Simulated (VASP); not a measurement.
Here is a VASP 6.6.1 calculation.

File INCAR:

```
  PREC = Accurate
  ENCUT = 600
  EDIFF = 1E-6
  ISMEAR = 0
  SIGMA = 0.01
  LREAL = False
  LASPH = True
  NELM = 100
  ALGO = Normal
  ISIF = 3
  LWAVE = False
  LCHARG = False
  GGA = PS
  IBRION = 2
  NSW = 100
  EDIFFG = -0.01
```

KPOINTS

```
regular mesh
0
Gamma
  12 12 4
```

The input POSCAR:

```
Al2O3
1.0
    3.0174830000      0.0000000000      0.0000000000
   -1.5087415000      2.6132169335      0.0000000000
    0.0000000000      0.0000000000      7.5746360000
Al O
2 3
Direct
    0.0000000000      0.0000000000      0.2779510000
    0.0000000000      0.0000000000      0.7220490000
    0.3333333333      0.6666666667      0.1994540000
    0.6666666667      0.3333333333      0.8005460000
    0.0000000000      0.0000000000      0.5000000000
```

Potentials or basis: VASP PAW PBE potentials, release 64 (Al, O).

Run with:

```console
$ cat potpaw_PBE.64/Al/POTCAR potpaw_PBE.64/O/POTCAR > POTCAR
$ mpirun -np 1 vasp_std > vasp.out
```

(1) What does it give for the band gap on the k mesh?

(2) Estimate the relaxed volume.

(3) Predict the relaxed cell.

(4) Estimate the space group after relaxing (to 0.1 Å).

Answers

(1) 2.33 eV.

(2) 11.91 Å³/atom.

(3) a = 2.989 Å, b = 2.989 Å, c = 7.698 Å, α = 90.00°, β = 90.00°, γ = 120.00°.

(4) P-3m1 (No. 164).

Caveat: the PAW data sets were made with another functional, which shifts forces and pressure a little.
